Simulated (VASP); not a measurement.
Input of a VASP 6.6.1 run:

The input INCAR:

```
  PREC = Accurate
  ENCUT = 520
  EDIFF = 1E-6
  ISMEAR = 0
  SIGMA = 0.05
  LREAL = F
  LASPH = T
  NELM = 100
  ALGO = Normal
  ISIF = 2
  LWAVE = F
  LCHARG = F
  GGA = PE
  ISYM = 0
  NBANDS = 11
```

File KPOINTS:

```
regular mesh
0
Gamma
  12 12 12
```

POSCAR

```
BP
1.0
    0.0000000000      2.2742113017      2.2742113017
    2.2742113017      0.0000000000      2.2742113017
    2.2742113017      2.2742113017      0.0000000000
B P
1 1
Direct
    0.0000000000      0.0000000000      0.0000000000
    0.7500000000      0.7500000000      0.7500000000
```

Potentials or basis: VASP PAW PBE potentials, release 64 (B, P).

Run with:

```console
$ cat potpaw_PBE.64/B/POTCAR potpaw_PBE.64/P/POTCAR > POTCAR
$ mpirun -np 1 vasp_std > vasp.out
```

Question: Predict the pressure.

Answer: -0.2 GPa.

Question: Estimate the band gap on the k mesh.

Answer: 1.25 eV, indirect (least direct gap 3.39 eV).

A k mesh can miss the band edges. A hybrid or GW would open this gap; PBE tends to underestimate it.
